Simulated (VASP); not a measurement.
# LaPt5 (P6/mmm) in VASP: further runs

The runs below take LaPt5 through single point, with LDA.

Program: VASP 6.6.1. These are calculated values, not measurements. Logs are shortened: lines on timing, memory, paths and dates and some standing lists are left out, and cuts for length are marked.

**1. The cell of the first run**

Symmetry: P6/mmm, No. 191, hexagonal system. Conventional cell: a = 5.457 Å, b = 5.457 Å, c = 4.434 Å, α = 90.00°, β = 90.00°, γ = 120.00°. La (site symmetry 6/mmm) has 18 Pt at 3.15 to 3.52 Å within 4.1 Å. Pt (site symmetry -6m2) has 9 Pt at 2.72 to 3.15 Å and 3 La at 3.15 Å within 3.6 Å. Within 3.6 Å of Pt (site symmetry mmm) lie 8 Pt at 2.72 to 2.73 Å and 4 La at 3.52 Å.

**2. Single point, LDA**

INCAR reads:

```
SYSTEM = LaPt5
PREC = Accurate
ENCUT = 520
EDIFF = 1E-6
ISMEAR = 1
SIGMA = 0.1
LREAL = .FALSE.
LASPH = .TRUE.
NELM = 100
ALGO = Normal
ISIF = 2
LWAVE = .FALSE.
LCHARG = .TRUE.
LELF = .TRUE.
LVHAR = .TRUE.
NBANDS = 40
```

KPOINTS reads:

```
Automatic mesh
0
G
  5 5 5
  0 0 0
```

POSCAR reads:

```
LaPt5
1.0
    5.4568765490      0.0000000000      0.0000000000
   -2.7284382745      4.7257938943      0.0000000000
    0.0000000000      0.0000000000      4.4335855511
La Pt
1 5
Direct
    0.0000000000      0.0000000000      0.0000000000
    0.3333333333      0.6666666667      0.0000000000
    0.6666666667      0.3333333333      0.0000000000
    0.5000000000      0.0000000000      0.5000000000
    0.5000000000      0.5000000000      0.5000000000
    0.0000000000      0.5000000000      0.5000000000
```

Potentials or basis: VASP PAW LDA potentials, release 64 (La, Pt).

The run is started by

```
> cat potpaw_LDA.64/La/POTCAR potpaw_LDA.64/Pt/POTCAR > POTCAR
> mpirun -np 1 vasp_std > vasp.out
```

OUTCAR:

```text
SYSTEM = LaPt5
   PREC = Accurate
   ENCUT = 520
   EDIFF = 1E-6
   ISMEAR = 1
   LREAL = .FALSE.
   LASPH = .TRUE.
   NELM = 100
   ISIF = 2

 ion  position               nearest neighbor table
   1  0.000  0.000  0.000-   2 3.15   3 3.15   3 3.15   2 3.15   3 3.15   2 3.15   4 3.52   4 3.52
                             4 3.52   4 3.52   6 3.52   6 3.52   6 3.52   5 3.52   5 3.52   6 3.52
   2  0.333  0.667  0.000-   6 2.72   6 2.72   5 2.72   5 2.72   4 2.72   4 2.72   1 3.15   3 3.15
                             1 3.15   3 3.15   3 3.15   1 3.15
   3  0.667  0.333  0.000-   6 2.72   6 2.72   5 2.72   5 2.72   4 2.72   4 2.72   2 3.15   1 3.15
                             1 3.15   2 3.15   2 3.15   1 3.15
   4  0.500  0.000  0.500-   2 2.72   3 2.72   2 2.72   3 2.72   5 2.73   6 2.73   5 2.73   6 2.73
                             1 3.52   1 3.52   1 3.52   1 3.52
   5  0.500  0.500  0.500-   2 2.72   3 2.72   2 2.72   3 2.72   6 2.73   6 2.73   4 2.73   4 2.73
                             1 3.52   1 3.52   1 3.52   1 3.52
   6  0.000  0.500  0.500-   2 2.72   3 2.72   2 2.72   3 2.72   5 2.73   5 2.73   4 2.73   4 2.73
                             1 3.52   1 3.52   1 3.52   1 3.52

  LATTYP: Found a hexagonal cell.
 ALAT       =     5.4568765490
 C/A-ratio  =     0.8124767917

  Lattice vectors:

 A1 = (   5.4568765490,   0.0000000000,   0.0000000000)
 A2 = (  -2.7284382745,   4.7257938943,   0.0000000000)
 A3 = (   0.0000000000,   0.0000000000,   4.4335855511)

Analysis of symmetry for initial positions (statically):
=====================================================================
 Subroutine PRICEL returns:
 Original cell was already a primitive cell.

 Routine SETGRP: Setting up the symmetry group for a
 hexagonal supercell.

 Subroutine GETGRP returns: Found 24 space group operations
 (whereof 24 operations were pure point group operations)
 out of a pool of 24 trial point group operations.

The static configuration has the point symmetry D_6h.

Analysis of symmetry for dynamics (positions and initial velocities):
=====================================================================
 Subroutine PRICEL returns:
 Original cell was already a primitive cell.

 Routine SETGRP: Setting up the symmetry group for a
 hexagonal supercell.

 Subroutine GETGRP returns: Found 24 space group operations
 (whereof 24 operations were pure point group operations)
 out of a pool of 24 trial point group operations.

The dynamic configuration has the point symmetry D_6h.

 Subroutine INISYM returns: Found 24 space group operations
 (whereof 24 operations are pure point group operations),
 and found     1 'primitive' translations

----------------------------------------------------------------------------------------

                                     Primitive cell

  volume of cell :     114.3336

  direct lattice vectors                    reciprocal lattice vectors
     5.456876549  0.000000000  0.000000000     0.183255016  0.105802329  0.000000000
    -2.728438275  4.725793894  0.000000000     0.000000000  0.211604658  0.000000000
     0.000000000  0.000000000  4.433585551     0.000000000  0.000000000  0.225551078

  length of vectors
     5.456876549  5.456876703  4.433585551     0.211604664  0.211604658  0.225551078

  position of ions in fractional coordinates (direct lattice)
     0.000000000  0.000000000  0.000000000
     0.333333333  0.666666667  0.000000000
     0.666666667  0.333333333  0.000000000
     0.500000000  0.000000000  0.500000000
     0.500000000  0.500000000  0.500000000
     0.000000000  0.500000000  0.500000000

  ion indices of the primitive-cell ions
   primitive index   ion index
                 1           1
                 2           2
                 3           3
                 4           4
                 5           5
                 6           6

----------------------------------------------------------------------------------------

 KPOINTS: Automatic mesh

Automatic generation of k-mesh.
 Grid dimensions read from file:
 generate k-points for:    5    5    5

 Generating k-lattice:

  Cartesian coordinates                     Fractional coordinates (reciprocal lattice)
     0.036651003  0.021160466  0.000000000     0.200000000  0.000000000  0.000000000
     0.000000000  0.042320932  0.000000000     0.000000000  0.200000000  0.000000000
     0.000000000  0.000000000  0.045110216     0.000000000  0.000000000  0.200000000

  Length of vectors
     0.042320933  0.042320932  0.045110216

  Shift w.r.t. Gamma in fractional coordinates (k-lattice)
     0.000000000  0.000000000  0.000000000

 Subroutine IBZKPT returns following result:
 ===========================================

 Found     15 irreducible k-points:

 Following reciprocal coordinates:
            Coordinates               Weight
  0.000000  0.000000  0.000000      1.000000
  0.200000  0.000000  0.000000      6.000000
  0.400000  0.000000  0.000000      6.000000
  0.200000  0.200000  0.000000      6.000000
  0.400000  0.200000  0.000000      6.000000
  0.000000  0.000000  0.200000      2.000000
  0.200000  0.000000  0.200000     12.000000
  0.400000  0.000000  0.200000     12.000000
  0.200000  0.200000  0.200000     12.000000
  0.400000  0.200000  0.200000     12.000000
  0.000000  0.000000  0.400000      2.000000
  0.200000  0.000000  0.400000     12.000000
  0.400000  0.000000  0.400000     12.000000
  0.200000  0.200000  0.400000     12.000000
  0.400000  0.200000  0.400000     12.000000
   k-points           NKPTS =     15   k-points in BZ     NKDIM =     15   number of bands    NBANDS=     40
   number of dos      NEDOS =    301   number of ions     NIONS =      6
   total plane-waves  NPLWV =  63504
   dimension x,y,z NGX =    42 NGY =   42 NGZ =   36
   dimension x,y,z NGXF=    84 NGYF=   84 NGZF=   72
   ions per type =               1   5
   NGX,Y,Z   is equivalent  to a cutoff of  12.80, 12.80, 13.50 a.u.
   NGXF,Y,Z  is equivalent  to a cutoff of  25.59, 25.59, 27.00 a.u.
 SYSTEM =  LaPt5
   PREC   = accura    normal or accurate (medium, high low for compatibility)
   ISTART =      0    job   : 0-new  1-cont  2-samecut
   ICHARG =      2    charge: 1-file 2-atom 10-const
   ISPIN  =      1    spin polarized calculation?
   LNONCOLLINEAR =      F non collinear calculations
   LSORBIT =      F    spin-orbit coupling
   LASPH  =      T    aspherical Exc in radial PAW
   ENCUT  =  520.0 eV  38.22 Ry    6.18 a.u.  10.15 10.15  8.24*2*pi/ulx,y,z
   NELM   =    100;   NELMIN=  2; NELMDL= -5     # of ELM steps
   EDIFF  = 0.1E-05   stopping-criterion for ELM
   LREAL  =      F    real-space projection
   EDIFFG = 0.1E-04   stopping-criterion for IOM
   NSW    =      0    number of steps for IOM
   IBRION =     -1    ionic relax: 0-MD 1-quasi-New 2-CG
   NFREE  =      0    steps in history (QN), initial steepest desc. (CG)
   ISIF   =      2    stress and relaxation
   ISYM   =      2    0-nonsym 1-usesym 2-fastsym
   POTIM  = 0.5000    time-step for ionic-motion
   TEBEG  =    0.0;   TEEND  =   0.0 temperature during run
   PSTRESS=    0.0 pullay stress
   NELECT =      61.0000    total number of electrons
   NUPDOWN=      -1.0000    fix difference up-down
   EMIN   =  10.00;   EMAX   =-10.00  energy-range for DOS
   EFERMI =   0.00;   METHOD = LEGACY
   ISMEAR =     1;   SIGMA  =   0.10  broadening in eV -4-tet -1-fermi 0-gaus
   EFERMI_NEDOS =   21; number of points for ismear=-14 and -15
   IALGO  =     38    algorithm
   IMIX   =      4    mixing-type and parameters
     AMIX     =   0.40;   BMIX     =  1.00
     AMIX_MAG =   1.60;   BMIX_MAG =  1.00
  volume/ion in A,a.u.               =      19.06       128.59
  Fermi-wavevector in a.u.,A,eV,Ry     =   1.327782  2.509144 23.987140  1.763005
  Thomas-Fermi vector in A             =   2.457069
   LORBIT       =      0    0 simple, 1 ext, 2 COOP (PROOUT), +10 PAW based schemes
   GGA     = CA    functional components
   LHFCALC =     F    Hartree Fock is set to
   AEXX    =    0.0000 exact exchange contribution
   IVDW    =     0    specifies the selected vdW correction
   LEPSILON=     F    determine dielectric tensor
   LRPA    =     F    only Hartree local field effects (RPA)
 non-spin polarized calculation
 Methfessel and Paxton  Order N= 1 SIGMA  =   0.10
  energy-cutoff  :      520.00
  volume of cell :      114.33
 maximum number of plane-waves:      3097
 NGX is ok and might be reduce to    42
   NGX = 21   NGY = 21   NGZ = 17

 number of electron      61.0000003 magnetization

 Free energy of the ion-electron system (eV)
  ---------------------------------------------------
  ext. energy  EPLUGINS =         0.00000000
  ---------------------------------------------------
  free energy    TOTEN  =       -47.25086306 eV

  energy without entropy =      -47.25055396  energy(sigma->0) =      -47.25076003

 E-fermi :   9.4089     XC(G=0): -12.3238

 val. band max:        9.4044766539   @ k =   0.2000   0.2000   0.2000
 cond. band min:       9.5285054009   @ k =   0.2000   0.2000   0.4000
 fundamental gap:      0.1240287470
 Fermi energy:         9.4088519414

 k-point     1 :       0.0000    0.0000    0.0000
  band No.  band energies     occupation
      1     -22.7145      2.00000
      2      -6.5323      2.00000
      3      -6.5323      2.00000
      4      -6.4464      2.00000
      5       0.4357      2.00000
      6       3.0094      2.00000
[... 32 lines left out ...]
     39      11.8182      0.00000
     40      11.9580      0.00000

 k-point     2 :       0.2000    0.0000    0.0000
  band No.  band energies     occupation
      1     -22.7133      2.00000
      2      -6.5647      2.00000
      3      -6.5315      2.00000
      4      -6.4506      2.00000
      5       0.7854      2.00000
      6       3.3046      2.00000
[... 548 lines left out ...]
     39      11.8785      0.00000
     40      11.8806      0.00000

 k-point    15 :       0.4000    0.2000    0.4000
  band No.  band energies     occupation
      1     -22.7033      2.00000
      2      -6.6173      2.00000
      3      -6.5606      2.00000
      4      -6.5276      2.00000
      5       2.9173      2.00000
      6       3.0751      2.00000
[... 32 lines left out ...]
     39      11.8677      0.00000
     40      11.9380      0.00000

------------------------ aborting loop because EDIFF is reached ----------------------------------------

  FORCE on cell =-STRESS in cart. coord.  units (eV):
  Direction    XX          YY          ZZ          XY          YZ          ZX
  --------------------------------------------------------------------------------------
  -------------------------------------------------------------------------------------
  Total       -7.5934190     -7.5934196     -8.2870000      0.0000000      0.0000000      0.0000000
  in kB     -106.4079184   -106.4079264   -116.1271913      0.0000000      0.0000000      0.0000000
  external PRESSURE =    -109.6476787 kB  Pullay stress =       0.0000000 kB

 VOLUME and BASIS-vectors are now :
 -----------------------------------------------------------------------------
  energy-cutoff  :      520.00
  volume of cell :      114.33
      direct lattice vectors                 reciprocal lattice vectors
     5.456876549  0.000000000  0.000000000     0.183255016  0.105802329  0.000000000
    -2.728438275  4.725793894  0.000000000     0.000000000  0.211604658  0.000000000
     0.000000000  0.000000000  4.433585551     0.000000000  0.000000000  0.225551078

 POSITION                                       TOTAL-FORCE (eV/Angst)
 -----------------------------------------------------------------------------------
      0.00000      0.00000      0.00000         0.000000      0.000000      0.000000
     -0.00000      3.15053      0.00000        -0.000000      0.000000     -0.000000
      2.72844      1.57526      0.00000         0.000000     -0.000000      0.000000
      2.72844      0.00000      2.21679         0.000000      0.000000      0.000000
      1.36422      2.36290      2.21679         0.000000      0.000000      0.000000
     -1.36422      2.36290      2.21679         0.000000      0.000000      0.000000
 -----------------------------------------------------------------------------------
    total drift:                               -0.000000     -0.000000      0.000000

  FREE ENERGIE OF THE ION-ELECTRON SYSTEM (eV)
  ---------------------------------------------------
  free  energy   TOTEN  =       -47.2508630581 eV

  energy  without entropy=      -47.2505539615  energy(sigma->0) =      -47.25076003
```

It took 82 s on 1 thread of Intel Xeon Platinum 8375C at 2.90GHz (Ice Lake), shared host; peak memory 0.24 GiB.

Results:

```
Free energy            : -47.2509 eV
Pressure               : -11.0 GPa
Band gap on the k mesh : zero (an odd number of electrons rules out a gap without spin polarisation)
```

Stress tensor (GPa, compression positive):
```
-10.64   0.00   0.00
  0.00 -10.64   0.00
  0.00   0.00 -11.61
```

Levels at points of the mesh, in eV from the Fermi level:
```csv
k point,band 27,band 28,band 29,band 30,band 31,band 32,band 33,band 34
"(0.00, 0.00, 0.00)",-1.16,0.14,0.52,0.52,0.64,1.05,1.80,1.80
```

Caveat: the cell stands under tension; spin-orbit coupling is left out, which moves the levels of the heavy elements.

**3. Single point, LDA**

This run uses another cell than the first one, of 19.42 Å³/atom.

INCAR reads:

```
  ALGO = Normal
  EDIFF = 1E-7
  ENCUT = 520
  ISIF = 2
  ISMEAR = 1
  LASPH = True
  LCHARG = True
  LELF = True
  LREAL = False
  LVHAR = True
  LWAVE = False
  NBANDS = 40
  NELM = 60
  PREC = Accurate
  SIGMA = 0.1
```

KPOINTS reads:

```
k-points
0
Gamma
  5 5 5
```

Changes to POSCAR since step 2:

```diff
@@ -2,5 +2,5 @@
 1.0
-    5.4568765490      0.0000000000      0.0000000000
-   -2.7284382745      4.7257938943      0.0000000000
-    0.0000000000      0.0000000000      4.4335855511
+    5.4916346616      0.0000000000      0.0000000000
+   -2.7458173308      4.7558953039      0.0000000000
+    0.0000000000      0.0000000000      4.4618257109
 La Pt
```

Potentials or basis: VASP PAW LDA potentials, release 64 (La, Pt).

The run is started by

```
> cat potpaw_LDA.64/La/POTCAR potpaw_LDA.64/Pt/POTCAR > POTCAR
> mpirun -np 1 vasp_std > vasp.out
```

Run time: 89 s. Hardware: 1 thread of Intel Xeon Platinum 8375C at 2.90GHz (Ice Lake), shared host; peak memory 0.24 GiB.

It converged, with:

```
Free energy            : -47.0813 eV
Pressure               : -13.9 GPa
Band gap on the k mesh : zero (an odd number of electrons rules out a gap without spin polarisation)
```

Stress tensor (GPa, compression positive):
```
-13.41   0.00   0.00
  0.00 -13.41   0.00
  0.00   0.00 -14.76
```

Levels at points of the mesh, in eV from the Fermi level:
```csv
k point,band 28,band 29,band 30,band 31,band 32,band 33
"(0.00, 0.00, 0.00)",0.14,0.50,0.50,0.61,1.06,1.78
```

Caveat: the cell stands under tension; spin-orbit coupling is left out, which moves the levels of the heavy elements.

The gap in the log of VASP goes by the Fermi energy; the results here count the filled bands.